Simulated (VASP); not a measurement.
# PbO2 (P4_2/mnm) in VASP: notebook

The runs below take PbO2 through single point, with r2SCAN.

All numbers are computed with VASP 6.6.1; they aren't measurements. Logs are shortened: lines on timing, memory, paths and dates and some standing lists are left out, and cuts for length are marked.

### Step 1. The cell of the first run

The structure is tetragonal, space group P4_2/mnm (No. 136). Conventional cell: a = 4.984 Å, b = 4.984 Å, c = 3.408 Å, α = 90.00°, β = 90.00°, γ = 90.00°. Within 2.9 Å of Pb (site symmetry mmm) lie 6 O at 2.17 to 2.18 Å. O (site symmetry m2m) has 3 Pb at 2.17 to 2.18 Å and 1 O at 2.72 Å within 2.9 Å.

### Step 2. Single point, r2SCAN

File POSCAR:

```
PbO2
1.0
    4.9838460811      0.0000000000      0.0000000000
    0.0000000000      4.9838460811      0.0000000000
    0.0000000000      0.0000000000      3.4076223031
Pb O
2 4
Direct
    0.0000000000      0.0000000000      0.0000000000
    0.5000000000      0.5000000000      0.5000000000
    0.3072128134      0.3072128134      0.0000000000
    0.1927871866      0.8072128134      0.5000000000
    0.8072128134      0.1927871866      0.5000000000
    0.6927871866      0.6927871866      0.0000000000
```

File INCAR.step1:

```
PREC = Accurate
ENCUT = 520
ISMEAR = -1
SIGMA = 0.02
LREAL = False
LASPH = True
NELM = 60
NBANDS = 35
GGA = PE
ALGO = Normal
EDIFF = 1E-4
LWAVE = True
LCHARG = False
```

File INCAR.step2:

```
PREC = Accurate
ENCUT = 520
EDIFF = 1E-6
ISMEAR = -1
SIGMA = 0.02
LREAL = False
LASPH = True
NELM = 60
ALGO = Normal
ISIF = 2
LWAVE = False
LCHARG = True
METAGGA = R2SCAN
LMIXTAU = True
LELF = True
LVHAR = True
NBANDS = 35
ISTART = 1
```

File KPOINTS:

```
Automatic mesh
0
Gamma
  6 6 8
```

Potentials or basis: VASP PAW PBE potentials, release 64 (Pb_d, O).

The run is started by

```bash
$ cat potpaw_PBE.64/Pb_d/POTCAR potpaw_PBE.64/O/POTCAR > POTCAR
$ cp INCAR.step1 INCAR
$ mpirun -np 1 vasp_std > vasp.out
$ cp INCAR.step2 INCAR
$ mpirun -np 1 vasp_std > vasp.out
```

OUTCAR:

```text
PREC = Accurate
   ENCUT = 520
   EDIFF = 1E-6
   ISMEAR = -1
   LREAL = False
   LASPH = True
   NELM = 60
   ISIF = 2
   METAGGA = R2SCAN
   ISTART = 1

 ion  position               nearest neighbor table
   1  0.000  0.000  0.000-   3 2.17   6 2.17   5 2.18   4 2.18   4 2.18   5 2.18   2 3.91   2 3.91
                             2 3.91   2 3.91   2 3.91   2 3.91   2 3.91   2 3.91
   2  0.500  0.500  0.500-   4 2.17   5 2.17   3 2.18   6 2.18   3 2.18   6 2.18   1 3.91   1 3.91
                             1 3.91   1 3.91   1 3.91   1 3.91   1 3.91   1 3.91
   3  0.307  0.307  0.000-   1 2.17   2 2.18   2 2.18
   4  0.193  0.807  0.500-   2 2.17   1 2.18   1 2.18
   5  0.807  0.193  0.500-   2 2.17   1 2.18   1 2.18
   6  0.693  0.693  0.000-   1 2.17   2 2.18   2 2.18

  LATTYP: Found a simple tetragonal cell.
 ALAT       =     4.9838460811
 C/A-ratio  =     0.6837334556

  Lattice vectors:

 A1 = (   4.9838460811,   0.0000000000,   0.0000000000)
 A2 = (   0.0000000000,   4.9838460811,   0.0000000000)
 A3 = (   0.0000000000,   0.0000000000,   3.4076223031)

Analysis of symmetry for initial positions (statically):
=====================================================================
 Subroutine PRICEL returns:
 Original cell was already a primitive cell.

 Routine SETGRP: Setting up the symmetry group for a
 simple tetragonal supercell.

 Subroutine GETGRP returns: Found 16 space group operations
 (whereof  8 operations were pure point group operations)
 out of a pool of 16 trial point group operations.

The static configuration has the point symmetry D_2h.
 The point group associated with its full space group is D_4h.

Analysis of symmetry for dynamics (positions and initial velocities):
=====================================================================
 Subroutine PRICEL returns:
 Original cell was already a primitive cell.

 Routine SETGRP: Setting up the symmetry group for a
 simple tetragonal supercell.

 Subroutine GETGRP returns: Found 16 space group operations
 (whereof  8 operations were pure point group operations)
 out of a pool of 16 trial point group operations.

The dynamic configuration has the point symmetry D_2h.
 The point group associated with its full space group is D_4h.

 Subroutine INISYM returns: Found 16 space group operations
 (whereof  8 operations are pure point group operations),
 and found     1 'primitive' translations

----------------------------------------------------------------------------------------

                                     Primitive cell

  volume of cell :      84.6410

  direct lattice vectors                    reciprocal lattice vectors
     4.983846081  0.000000000  0.000000000     0.200648251  0.000000000  0.000000000
     0.000000000  4.983846081  0.000000000     0.000000000  0.200648251  0.000000000
     0.000000000  0.000000000  3.407622303     0.000000000  0.000000000  0.293459753

  length of vectors
     4.983846081  4.983846081  3.407622303     0.200648251  0.200648251  0.293459753

  position of ions in fractional coordinates (direct lattice)
     0.000000000  0.000000000  0.000000000
     0.500000000  0.500000000  0.500000000
     0.307212813  0.307212813  0.000000000
     0.192787187  0.807212813  0.500000000
     0.807212813  0.192787187  0.500000000
     0.692787187  0.692787187  0.000000000

  ion indices of the primitive-cell ions
   primitive index   ion index
                 1           1
                 2           2
                 3           3
                 4           4
                 5           5
                 6           6

----------------------------------------------------------------------------------------

 KPOINTS: Automatic mesh

Automatic generation of k-mesh.
 Grid dimensions read from file:
 generate k-points for:    6    6    8

 Generating k-lattice:

  Cartesian coordinates                     Fractional coordinates (reciprocal lattice)
     0.033441375  0.000000000  0.000000000     0.166666667  0.000000000  0.000000000
     0.000000000  0.033441375  0.000000000     0.000000000  0.166666667  0.000000000
     0.000000000  0.000000000  0.036682469     0.000000000  0.000000000  0.125000000

  Length of vectors
     0.033441375  0.033441375  0.036682469

  Shift w.r.t. Gamma in fractional coordinates (k-lattice)
     0.000000000  0.000000000  0.000000000

 Subroutine IBZKPT returns following result:
 ===========================================

 Found     50 irreducible k-points:

 Following reciprocal coordinates:
            Coordinates               Weight
  0.000000  0.000000  0.000000      1.000000
  0.166667  0.000000  0.000000      4.000000
  0.333333  0.000000  0.000000      4.000000
  0.500000  0.000000  0.000000      2.000000
  0.166667  0.166667  0.000000      4.000000
  0.333333  0.166667  0.000000      8.000000
[... 16 lines left out ...]
  0.333333  0.000000  0.250000      8.000000
  0.500000  0.000000  0.250000      4.000000
 [... further k-points ...]
   k-points           NKPTS =     50   k-points in BZ     NKDIM =     50   number of bands    NBANDS=     35
   number of dos      NEDOS =    301   number of ions     NIONS =      6
   total plane-waves  NPLWV =  44800
   dimension x,y,z NGX =    40 NGY =   40 NGZ =   28
   dimension x,y,z NGXF=    80 NGYF=   80 NGZF=   56
   ions per type =               2   4
   NGX,Y,Z   is equivalent  to a cutoff of  13.34, 13.34, 13.66 a.u.
   NGXF,Y,Z  is equivalent  to a cutoff of  26.69, 26.69, 27.32 a.u.
 SYSTEM =  unknown system
   PREC   = accura    normal or accurate (medium, high low for compatibility)
   ISTART =      1    job   : 0-new  1-cont  2-samecut
   ICHARG =      0    charge: 1-file 2-atom 10-const
   ISPIN  =      1    spin polarized calculation?
   LNONCOLLINEAR =      F non collinear calculations
   LSORBIT =      F    spin-orbit coupling
   LASPH  =      T    aspherical Exc in radial PAW
   ENCUT  =  520.0 eV  38.22 Ry    6.18 a.u.   9.27  9.27  6.34*2*pi/ulx,y,z
   NELM   =     60;   NELMIN=  2; NELMDL=  0     # of ELM steps
   EDIFF  = 0.1E-05   stopping-criterion for ELM
   LREAL  =      F    real-space projection
   EDIFFG = 0.1E-04   stopping-criterion for IOM
   NSW    =      0    number of steps for IOM
   IBRION =     -1    ionic relax: 0-MD 1-quasi-New 2-CG
   NFREE  =      0    steps in history (QN), initial steepest desc. (CG)
   ISIF   =      2    stress and relaxation
   ISYM   =      2    0-nonsym 1-usesym 2-fastsym
   POTIM  = 0.5000    time-step for ionic-motion
   TEBEG  =    0.0;   TEEND  =   0.0 temperature during run
   PSTRESS=    0.0 pullay stress
   NELECT =      52.0000    total number of electrons
   NUPDOWN=      -1.0000    fix difference up-down
   EMIN   =  10.00;   EMAX   =-10.00  energy-range for DOS
   EFERMI =   0.00;   METHOD = LEGACY
   ISMEAR =    -1;   SIGMA  =   0.02  broadening in eV -4-tet -1-fermi 0-gaus
   EFERMI_NEDOS =   21; number of points for ismear=-14 and -15
   IALGO  =     38    algorithm
   IMIX   =      4    mixing-type and parameters
     AMIX     =   0.40;   BMIX     =  1.00
     AMIX_MAG =   1.60;   BMIX_MAG =  1.00
  volume/ion in A,a.u.               =      14.11        95.20
  Fermi-wavevector in a.u.,A,eV,Ry     =   1.391711  2.629952 26.352572  1.936859
  Thomas-Fermi vector in A             =   2.515524
   LORBIT       =      0    0 simple, 1 ext, 2 COOP (PROOUT), +10 PAW based schemes
   METAGGA = R2SCAN    functional components
   LHFCALC =     F    Hartree Fock is set to
   AEXX    =    0.0000 exact exchange contribution
   IVDW    =     0    specifies the selected vdW correction
   LEPSILON=     F    determine dielectric tensor
   LRPA    =     F    only Hartree local field effects (RPA)
 non-spin polarized calculation
  energy-cutoff  :      520.00
  volume of cell :       84.64
 maximum number of plane-waves:      2304
 NGX is ok and might be reduce to    40
   NGX = 19   NGY = 19   NGZ = 13

 number of electron      52.0000010 magnetization

 Free energy of the ion-electron system (eV)
  ---------------------------------------------------
  ext. energy  EPLUGINS =         0.00000000
  ---------------------------------------------------
  free energy    TOTEN  =      -142.26141830 eV

  energy without entropy =     -142.26124188  energy(sigma->0) =     -142.26133009

 E-fermi :   3.8351     XC(G=0): -11.3590

 val. band max:        3.7655138759   @ k =   0.0000   0.0000   0.1250
 cond. band min:       3.8680652077   @ k =   0.0000   0.0000   0.0000
 fundamental gap:      0.1025513318
 Fermi energy:         3.8350530014

 k-point     1 :       0.0000    0.0000    0.0000
  band No.  band energies     occupation
      1     -15.3472      2.00000
      2     -15.1926      2.00000
      3     -13.6661      2.00000
      4     -13.6661      2.00000
      5     -12.1312      2.00000
      6     -11.8911      2.00000
[... 27 lines left out ...]
     34      15.8347      0.00000
     35      16.4161      0.00000

 k-point     2 :       0.1667    0.0000    0.0000
  band No.  band energies     occupation
      1     -15.2753      2.00000
      2     -15.1465      2.00000
      3     -13.8540      2.00000
      4     -13.8003      2.00000
      5     -11.9052      2.00000
      6     -11.8862      2.00000
[... 27 lines left out ...]
     34      16.1092      0.00000
     35      16.4147      0.00000

 k-point     3 :       0.3333    0.0000    0.0000
  band No.  band energies     occupation
      1     -15.0870      2.00000
      2     -15.0237      2.00000
      3     -14.1808      2.00000
      4     -14.1054      2.00000
      5     -11.8786      2.00000
      6     -11.8782      2.00000
[... 27 lines left out ...]
     34      16.5006      0.00000
     35      16.6513      0.00000

 k-point     4 :       0.5000    0.0000    0.0000
  band No.  band energies     occupation
      1     -14.9339      2.00000
      2     -14.9339      2.00000
      3     -14.3322      2.00000
      4     -14.3322      2.00000
      5     -11.8744      2.00000
      6     -11.8744      2.00000
[... 27 lines left out ...]
     34      16.4836      0.00000
     35      16.7129      0.00000

 k-point     5 :       0.1667    0.1667    0.0000
  band No.  band energies     occupation
      1     -15.2703      2.00000
      2     -15.0527      2.00000
      3     -14.1362      2.00000
      4     -13.6844      2.00000
      5     -11.9406      2.00000
      6     -11.8910      2.00000
[... 638 lines left out ...]
 k-point    22 :       0.1667    0.0000    0.2500
  band No.  band energies     occupation
      1     -14.9117      2.00000
      2     -14.8778      2.00000
      3     -14.3814      2.00000
      4     -14.3674      2.00000
      5     -11.9773      2.00000
      6     -11.7405      2.00000
[... 27 lines left out ...]
     34      15.8654      0.00000
     35      16.5089      0.00000

 k-point    23 :       0.3333    0.0000    0.2500
  band No.  band energies     occupation
      1     -14.8161      2.00000
      2     -14.8154      2.00000
      3     -14.4713      2.00000
      4     -14.4392      2.00000
      5     -11.9176      2.00000
      6     -11.7438      2.00000
[... 27 lines left out ...]
     34      16.0937      0.00000
     35      16.6502      0.00000

 k-point    24 :       0.5000    0.0000    0.2500
  band No.  band energies     occupation
      1     -14.7591      2.00000
      2     -14.7591      2.00000
      3     -14.5125      2.00000
      4     -14.5125      2.00000
      5     -11.7984      2.00000
      6     -11.7984      2.00000
[... 27 lines left out ...]
     34      16.1716      0.00000
     35      16.8348      0.00000

 [... further k-points ...]

------------------------ aborting loop because EDIFF is reached ----------------------------------------

  FORCE on cell =-STRESS in cart. coord.  units (eV):
  Direction    XX          YY          ZZ          XY          YZ          ZX
  --------------------------------------------------------------------------------------
  -------------------------------------------------------------------------------------
  Total        0.3760993      0.3760993      0.4857565     -0.0000000      0.0000000      0.0000000
  in kB        7.1192196      7.1192196      9.1949313     -0.0000000      0.0000000      0.0000000
  external PRESSURE =       7.8111235 kB  Pullay stress =       0.0000000 kB

 VOLUME and BASIS-vectors are now :
 -----------------------------------------------------------------------------
  energy-cutoff  :      520.00
  volume of cell :       84.64
      direct lattice vectors                 reciprocal lattice vectors
     4.983846081  0.000000000  0.000000000     0.200648251  0.000000000  0.000000000
     0.000000000  4.983846081  0.000000000     0.000000000  0.200648251  0.000000000
     0.000000000  0.000000000  3.407622303     0.000000000  0.000000000  0.293459753

 POSITION                                       TOTAL-FORCE (eV/Angst)
 -----------------------------------------------------------------------------------
      0.00000      0.00000      0.00000        -0.000000      0.000000      0.000000
      2.49192      2.49192      1.70381        -0.000000      0.000000      0.000000
      1.53110      1.53110      0.00000        -0.004028     -0.004028      0.000000
      0.96082      4.02302      1.70381         0.004028     -0.004028      0.000000
      4.02302      0.96082      1.70381        -0.004028      0.004028     -0.000000
      3.45274      3.45274      0.00000         0.004028      0.004028     -0.000000
 -----------------------------------------------------------------------------------
    total drift:                                0.000000      0.000000      0.000000

  FREE ENERGIE OF THE ION-ELECTRON SYSTEM (eV)
  ---------------------------------------------------
  free  energy   TOTEN  =      -142.2614183004 eV

  energy  without entropy=     -142.2612418804  energy(sigma->0) =     -142.26133009
```

It took 5.5 min on 1 thread of Intel Xeon Platinum 8488C (Sapphire Rapids), shared host; peak memory 0.28 GiB.

What came out:

* Free energy: -142.2614 eV
* Pressure: 0.8 GPa
* Largest force: 0.006 eV/Å
* Band gap on the k mesh: 0.10 eV (least direct gap 0.34 eV)

Forces on the atoms (eV/Å):
```
Pb   0.000  0.000  0.000
Pb   0.000  0.000  0.000
O   -0.004 -0.004  0.000
O    0.004 -0.004  0.000
O   -0.004  0.004  0.000
O    0.004  0.004  0.000
```

Caveat: the PAW data sets were made with another functional, which shifts forces and pressure a little; spin-orbit coupling is left out, which moves the levels of the heavy elements. A k mesh can miss the band edges.

### Step 3. Single point, r2SCAN (epitaxial xy strain +1.0%)

File POSCAR:

```
PbO2
1.0
    5.0336845419      0.0000000000      0.0000000000
    0.0000000000      5.0336845419      0.0000000000
    0.0000000000      0.0000000000      3.3758056962
Pb O
2 4
Direct
    0.0000000000      0.0000000000      0.0000000000
    0.5000000000      0.5000000000      0.5000000000
    0.3074158057      0.3074158057      0.0000000000
    0.1925841943      0.8074158057      0.5000000000
    0.8074158057      0.1925841943      0.5000000000
    0.6925841943      0.6925841943      0.0000000000
```

File INCAR.step1:

```
PREC = Accurate
ENCUT = 520
ISMEAR = -1
SIGMA = 0.02
LREAL = F
LASPH = T
NELM = 60
NBANDS = 35
GGA = PE
ALGO = Normal
EDIFF = 1E-4
LWAVE = T
LCHARG = F
```

File INCAR.step2:

```
PREC = Accurate
ENCUT = 520
EDIFF = 1E-7
ISMEAR = -1
SIGMA = 0.02
LREAL = F
LASPH = T
NELM = 60
ALGO = Normal
ISIF = 2
LWAVE = F
LCHARG = T
METAGGA = R2SCAN
LMIXTAU = T
LELF = T
LVHAR = T
NBANDS = 35
ISTART = 1
```

File KPOINTS:

```
regular mesh
0
Gamma
  6 6 8
```

Potentials or basis: VASP PAW PBE potentials, release 64 (Pb_d, O).

The run is started by

```bash
$ cat potpaw_PBE.64/Pb_d/POTCAR potpaw_PBE.64/O/POTCAR > POTCAR
$ cp INCAR.step1 INCAR
$ mpirun -np 1 vasp_std > vasp.out
$ cp INCAR.step2 INCAR
$ mpirun -np 1 vasp_std > vasp.out
```

Wall time 7.5 min (1 thread of Intel Xeon Platinum 8488C (Sapphire Rapids), shared host); peak memory 0.28 GiB.

Results (log left out):

```
Free energy            : -142.2571 eV
Pressure               : -0.1 GPa
Largest force          : 0.016 eV/Å
Band gap on the k mesh : 0.10 eV (least direct gap 0.33 eV)
```

Forces on the atoms (eV/Å):
```
Pb   0.000  0.000  0.000
Pb   0.000  0.000  0.000
O   -0.011 -0.011  0.000
O    0.011 -0.011  0.000
O   -0.011  0.011  0.000
O    0.011  0.011  0.000
```

Stress tensor (GPa, compression positive):
```
-0.77  0.00  0.00
 0.00 -0.77  0.00
 0.00  0.00  1.14
```

Levels at points of the mesh, in eV from the valence-band top:
| k point | band 24 | band 25 | band 26 | band 27 | band 28 | band 29 |
| --- | --- | --- | --- | --- | --- | --- |
| (0.00, 0.00, 0.00) | -0.47 | -0.47 | -0.36 | 0.10 | 4.84 | 6.66 |
| (0.50, 0.00, 0.00) | -0.51 | -0.35 | -0.35 | 2.82 | 2.82 | 7.26 |
| (0.50, 0.50, 0.00) | -0.52 | -0.50 | -0.50 | 3.29 | 3.29 | 7.47 |
| (0.00, 0.00, 0.50) | -1.10 | -0.77 | -0.77 | 4.25 | 4.25 | 9.60 |
| (0.50, 0.00, 0.50) | -0.77 | -0.13 | -0.13 | 4.54 | 4.54 | 8.02 |
| (0.50, 0.50, 0.50) | -0.65 | -0.54 | -0.54 | 3.32 | 3.32 | 9.05 |

Caveat: the cell differs from its parent crystal (epitaxial xy strain +1.0%); the PAW data sets were made with another functional, which shifts forces and pressure a little; spin-orbit coupling is left out, which moves the levels of the heavy elements.
